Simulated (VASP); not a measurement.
# Mg3Sn2N2 (P-62m) in VASP: single point with PBE

Aim: the single point of Mg3Sn2N2 with PBE.

Program: VASP 6.6.1. These are calculated values, not measurements. Logs are shortened: lines on timing, memory, paths and dates and some standing lists are left out, and cuts for length are marked.

## Step 1: The cell of the first run

Symmetry: P-62m, No. 189, hexagonal system. The conventional cell has a = 7.392 Å, b = 7.392 Å, c = 3.712 Å, α = 90.00°, β = 90.00°, γ = 120.00°. Mg (site symmetry m2m) has 2 N at 2.14 Å and 2 Sn at 2.88 Å within 2.9 Å. Within 3.8 Å of Sn (site symmetry -6) lie 3 Mg at 2.88 Å and 2 Sn at 3.71 Å. N (site symmetry 3m) has 1 N at 1.27 Å within 1.7 Å.

The cell was generated, and may not be a known phase.

## Step 2: Single point, PBE

INCAR

```
SYSTEM = Mg3Sn2N2
  PREC = Accurate
  ENCUT = 840
  EDIFF = 1E-6
  ISMEAR = 0
  SIGMA = 0.2
  LREAL = .False.
  LASPH = .True.
  NELM = 120
  ALGO = Normal
  ISIF = 2
  LWAVE = .False.
  LCHARG = .False.
  GGA = PE
  NBANDS = 43
  GGA_COMPAT = .False.
```

KPOINTS

```
regular mesh
0
Gamma
  3 3 4
  0 0 0
```

POSCAR

```
Mg3Sn2N2
1.0
    7.3921728367     -0.0000000033      0.0000000000
   -3.6960864155      6.4018094674      0.0000000000
    0.0000000000      0.0000000000      3.7120584779
Mg Sn N
3 2 2
Direct
    0.2376327321      0.0000000000      0.0000000000
    0.0000000000      0.2376327321      0.0000000000
    0.7623672679      0.7623672679      0.0000000000
    0.3333333333      0.6666666667      0.0000000000
    0.6666666667      0.3333333333      0.0000000000
    0.0000000000      0.0000000000      0.6707900251
    0.0000000000      0.0000000000      0.3292099749
```

Potentials or basis: VASP PAW PBE potentials, release 64 (Mg_sv, Sn_d, N).

The run is started by

```bash
cat potpaw_PBE.64/Mg_sv/POTCAR potpaw_PBE.64/Sn_d/POTCAR potpaw_PBE.64/N/POTCAR > POTCAR
mpirun -np 1 vasp_std > vasp.out
```

OUTCAR:

```text
SYSTEM = Mg3Sn2N2
   PREC = Accurate
   ENCUT = 840
   EDIFF = 1E-6
   ISMEAR = 0
   LREAL = .False.
   LASPH = .True.
   NELM = 120
   ISIF = 2
   GGA = PE

 ion  position               nearest neighbor table
   1  0.238  0.000  0.000-   4 2.88   5 2.88
   2  0.000  0.238  0.000-   5 2.88   4 2.88
   3  0.762  0.762  0.000-   4 2.88   5 2.88
   4  0.333  0.667  0.000-   1 2.88   2 2.88   3 2.88
   5  0.667  0.333  0.000-   2 2.88   1 2.88   3 2.88
   6  0.000  0.000  0.671-   7 1.27
   7  0.000  0.000  0.329-   6 1.27

  LATTYP: Found a hexagonal cell.
 ALAT       =     7.3921728367
 C/A-ratio  =     0.5021606718

  Lattice vectors:

 A1 = (   7.3921728367,  -0.0000000033,   0.0000000000)
 A2 = (  -3.6960864155,   6.4018094674,   0.0000000000)
 A3 = (   0.0000000000,   0.0000000000,   3.7120584779)

Analysis of symmetry for initial positions (statically):
=====================================================================
 Subroutine PRICEL returns:
 Original cell was already a primitive cell.

 Routine SETGRP: Setting up the symmetry group for a
 hexagonal supercell.

 Subroutine GETGRP returns: Found 12 space group operations
 (whereof 12 operations were pure point group operations)
 out of a pool of 24 trial point group operations.

The static configuration has the point symmetry D_3h.

Analysis of symmetry for dynamics (positions and initial velocities):
=====================================================================
 Subroutine PRICEL returns:
 Original cell was already a primitive cell.

 Routine SETGRP: Setting up the symmetry group for a
 hexagonal supercell.

 Subroutine GETGRP returns: Found 12 space group operations
 (whereof 12 operations were pure point group operations)
 out of a pool of 24 trial point group operations.

The dynamic configuration has the point symmetry D_3h.

 Subroutine INISYM returns: Found 12 space group operations
 (whereof 12 operations are pure point group operations),
 and found     1 'primitive' translations

----------------------------------------------------------------------------------------

                                     Primitive cell

  volume of cell :     175.6668

  direct lattice vectors                    reciprocal lattice vectors
     7.392172837 -0.000000003  0.000000000     0.135278222  0.078102918  0.000000000
    -3.696086415  6.401809467  0.000000000     0.000000000  0.156205836  0.000000000
     0.000000000  0.000000000  3.712058478     0.000000000  0.000000000  0.269392308

  length of vectors
     7.392172837  7.392172837  3.712058478     0.156205836  0.156205836  0.269392308

  position of ions in fractional coordinates (direct lattice)
     0.237632732  1.000000000  0.000000000
     1.000000000  0.237632732  0.000000000
     0.762367268  0.762367268  0.000000000
     0.333333333  0.666666667  0.000000000
     0.666666667  0.333333333  0.000000000
     0.000000000  0.000000000  0.670790025
     0.000000000  0.000000000  0.329209975

  ion indices of the primitive-cell ions
   primitive index   ion index
                 1           1
                 2           2
                 3           3
                 4           4
                 5           5
                 6           6
                 7           7

----------------------------------------------------------------------------------------

 KPOINTS: regular mesh

Automatic generation of k-mesh.
 Grid dimensions read from file:
 generate k-points for:    3    3    4

 Generating k-lattice:

  Cartesian coordinates                     Fractional coordinates (reciprocal lattice)
     0.045092741  0.026034306  0.000000000     0.333333333 -0.000000000  0.000000000
     0.000000000  0.052068612  0.000000000    -0.000000000  0.333333333  0.000000000
     0.000000000  0.000000000  0.067348077     0.000000000  0.000000000  0.250000000

  Length of vectors
     0.052068612  0.052068612  0.067348077

  Shift w.r.t. Gamma in fractional coordinates (k-lattice)
     0.000000000  0.000000000  0.000000000

 Subroutine IBZKPT returns following result:
 ===========================================

 Found      9 irreducible k-points:

 Following reciprocal coordinates:
            Coordinates               Weight
  0.000000  0.000000  0.000000      1.000000
  0.333333  0.000000  0.000000      6.000000
  0.333333  0.333333  0.000000      2.000000
  0.000000  0.000000  0.250000      2.000000
  0.333333  0.000000  0.250000     12.000000
  0.333333  0.333333  0.250000      4.000000
  0.000000  0.000000  0.500000      1.000000
  0.333333  0.000000  0.500000      6.000000
  0.333333  0.333333  0.500000      2.000000
   k-points           NKPTS =      9   k-points in BZ     NKDIM =      9   number of bands    NBANDS=     43
   number of dos      NEDOS =    301   number of ions     NIONS =      7
   total plane-waves  NPLWV = 176400
   dimension x,y,z NGX =    70 NGY =   70 NGZ =   36
   dimension x,y,z NGXF=   140 NGYF=  140 NGZF=   72
   ions per type =               3   2   2
   NGX,Y,Z   is equivalent  to a cutoff of  15.74, 15.74, 16.12 a.u.
   NGXF,Y,Z  is equivalent  to a cutoff of  31.49, 31.49, 32.25 a.u.
 SYSTEM =  Mg3Sn2N2
   PREC   = accura    normal or accurate (medium, high low for compatibility)
   ISTART =      0    job   : 0-new  1-cont  2-samecut
   ICHARG =      2    charge: 1-file 2-atom 10-const
   ISPIN  =      1    spin polarized calculation?
   LNONCOLLINEAR =      F non collinear calculations
   LSORBIT =      F    spin-orbit coupling
   LASPH  =      T    aspherical Exc in radial PAW
   ENCUT  =  840.0 eV  61.74 Ry    7.86 a.u.  17.47 17.47  8.77*2*pi/ulx,y,z
   NELM   =    120;   NELMIN=  2; NELMDL= -5     # of ELM steps
   EDIFF  = 0.1E-05   stopping-criterion for ELM
   LREAL  =      F    real-space projection
   EDIFFG = 0.1E-04   stopping-criterion for IOM
   NSW    =      0    number of steps for IOM
   IBRION =     -1    ionic relax: 0-MD 1-quasi-New 2-CG
   NFREE  =      0    steps in history (QN), initial steepest desc. (CG)
   ISIF   =      2    stress and relaxation
   ISYM   =      2    0-nonsym 1-usesym 2-fastsym
   POTIM  = 0.5000    time-step for ionic-motion
   TEBEG  =    0.0;   TEEND  =   0.0 temperature during run
   PSTRESS=    0.0 pullay stress
   NELECT =      68.0000    total number of electrons
   NUPDOWN=      -1.0000    fix difference up-down
   EMIN   =  10.00;   EMAX   =-10.00  energy-range for DOS
   EFERMI =   0.00;   METHOD = LEGACY
   ISMEAR =     0;   SIGMA  =   0.20  broadening in eV -4-tet -1-fermi 0-gaus
   EFERMI_NEDOS =   21; number of points for ismear=-14 and -15
   IALGO  =     38    algorithm
   IMIX   =      4    mixing-type and parameters
     AMIX     =   0.40;   BMIX     =  1.00
     AMIX_MAG =   1.60;   BMIX_MAG =  1.00
  volume/ion in A,a.u.               =      25.10       169.35
  Fermi-wavevector in a.u.,A,eV,Ry     =   1.193112  2.254655 19.368117  1.423516
  Thomas-Fermi vector in A             =   2.329134
   LORBIT       =      0    0 simple, 1 ext, 2 COOP (PROOUT), +10 PAW based schemes
   GGA     = PE    functional components
   LHFCALC =     F    Hartree Fock is set to
   AEXX    =    0.0000 exact exchange contribution
   IVDW    =     0    specifies the selected vdW correction
   LEPSILON=     F    determine dielectric tensor
   LRPA    =     F    only Hartree local field effects (RPA)
 non-spin polarized calculation
 Gauss-broadening in eV      SIGMA  =   0.20
  energy-cutoff  :      840.00
  volume of cell :      175.67
 maximum number of plane-waves:      9732
 NGX is ok and might be reduce to    70
   NGX = 35   NGY = 35   NGZ = 17

 number of electron      68.0000022 magnetization

 Free energy of the ion-electron system (eV)
  ---------------------------------------------------
  ext. energy  EPLUGINS =         0.00000000
  ---------------------------------------------------
  free energy    TOTEN  =       -27.60831659 eV

  energy without entropy =      -27.55262601  energy(sigma->0) =      -27.58047130

 E-fermi :   2.8990     XC(G=0):  -8.4327

 val. band max:        2.6491737439   @ k =   0.3333   0.3333   0.2500
 cond. band min:       2.9853670632   @ k =   0.3333   0.0000   0.2500
 fundamental gap:      0.3361933193
 Fermi energy:         2.8989607485

 k-point     1 :       0.0000    0.0000    0.0000
  band No.  band energies     occupation
      1     -72.8439      2.00000
      2     -72.8424      2.00000
      3     -72.8424      2.00000
      4     -39.6339      2.00000
      5     -39.6309      2.00000
      6     -39.6309      2.00000
[... 35 lines left out ...]
     42       8.3819      0.00000
     43       8.7910      0.00000

 k-point     2 :       0.3333    0.0000    0.0000
  band No.  band energies     occupation
      1     -72.8439      2.00000
      2     -72.8424      2.00000
      3     -72.8424      2.00000
      4     -39.6339      2.00000
      5     -39.6309      2.00000
      6     -39.6309      2.00000
[... 35 lines left out ...]
     42       7.6402      0.00000
     43       9.2869      0.00000

 k-point     3 :       0.3333    0.3333    0.0000
  band No.  band energies     occupation
      1     -72.8440      2.00000
      2     -72.8424      2.00000
      3     -72.8424      2.00000
      4     -39.6339      2.00000
      5     -39.6309      2.00000
      6     -39.6309      2.00000
[... 35 lines left out ...]
     42       7.2826      0.00000
     43       9.1853      0.00000

 k-point     4 :       0.0000    0.0000    0.2500
  band No.  band energies     occupation
      1     -72.8439      2.00000
      2     -72.8424      2.00000
      3     -72.8424      2.00000
      4     -39.6354      2.00000
      5     -39.6322      2.00000
      6     -39.6322      2.00000
[... 173 lines left out ...]
     42       6.9811      0.00000
     43       7.0155      0.00000

 k-point     8 :       0.3333    0.0000    0.5000
  band No.  band energies     occupation
      1     -72.8438      2.00000
      2     -72.8424      2.00000
      3     -72.8423      2.00000
      4     -39.6369      2.00000
      5     -39.6335      2.00000
      6     -39.6335      2.00000
[... 35 lines left out ...]
     42       7.6780      0.00000
     43       7.7599      0.00000

 k-point     9 :       0.3333    0.3333    0.5000
  band No.  band energies     occupation
      1     -72.8439      2.00000
      2     -72.8423      2.00000
      3     -72.8423      2.00000
      4     -39.6370      2.00000
      5     -39.6335      2.00000
      6     -39.6335      2.00000
[... 35 lines left out ...]
     42       7.7834      0.00000
     43       7.7834      0.00000

------------------------ aborting loop because EDIFF is reached ----------------------------------------

  FORCE on cell =-STRESS in cart. coord.  units (eV):
  Direction    XX          YY          ZZ          XY          YZ          ZX
  --------------------------------------------------------------------------------------
  -------------------------------------------------------------------------------------
  Total        0.1288171      0.1288171      0.2025004     -0.0000000      0.0000000      0.0000000
  in kB        1.1748825      1.1748825      1.8469145     -0.0000000      0.0000000      0.0000000
  external PRESSURE =       1.3988932 kB  Pullay stress =       0.0000000 kB

 VOLUME and BASIS-vectors are now :
 -----------------------------------------------------------------------------
  energy-cutoff  :      840.00
  volume of cell :      175.67
      direct lattice vectors                 reciprocal lattice vectors
     7.392172837 -0.000000003  0.000000000     0.135278222  0.078102918  0.000000000
    -3.696086415  6.401809467  0.000000000     0.000000000  0.156205836  0.000000000
     0.000000000  0.000000000  3.712058478     0.000000000  0.000000000  0.269392308

 POSITION                                       TOTAL-FORCE (eV/Angst)
 -----------------------------------------------------------------------------------
      1.75662     -0.00000      0.00000         0.012223     -0.000000      0.000000
     -0.87831      1.52128      0.00000        -0.006111      0.010585     -0.000000
      2.81778      4.88053      0.00000        -0.006111     -0.010585      0.000000
      0.00000      4.26787      0.00000         0.000000      0.000000      0.000000
      3.69609      2.13394      0.00000         0.000000      0.000000      0.000000
      0.00000      0.00000      2.49001         0.000000      0.000000      0.194970
      0.00000      0.00000      1.22205         0.000000      0.000000     -0.194970
 -----------------------------------------------------------------------------------
    total drift:                               -0.000001     -0.000002      0.000000

  FREE ENERGIE OF THE ION-ELECTRON SYSTEM (eV)
  ---------------------------------------------------
  free  energy   TOTEN  =       -27.6083165938 eV

  energy  without entropy=      -27.5526260079  energy(sigma->0) =      -27.58047130
```

It took 2.3 min on 1 thread of Intel Xeon Platinum 8259CL at 2.50GHz (Skylake/Cascade Lake), shared host; peak memory 0.47 GiB.

Results:

```yaml
Free_energy: -27.6083 eV
Pressure: 0.1 GPa
Largest_force: 0.195 eV/Å
Band_gap_on_the_k_mesh: zero (bands 34 and 35 overlap by 1.62 eV)
```

Forces in eV/Å, atoms in the order of the input:
```
Mg   0.012  0.000  0.000
Mg  -0.006  0.011  0.000
Mg  -0.006 -0.011  0.000
Sn   0.000  0.000  0.000
Sn   0.000  0.000  0.000
N    0.000  0.000  0.195
N    0.000  0.000 -0.195
```

Caveat: the k points lie up to 0.42 Å⁻¹ apart, too coarse for converged energies and pressures of a metal; spin-orbit coupling is left out, which moves the levels of the heavy elements.

The gap in the log of VASP goes by the Fermi energy; the results here count the filled bands.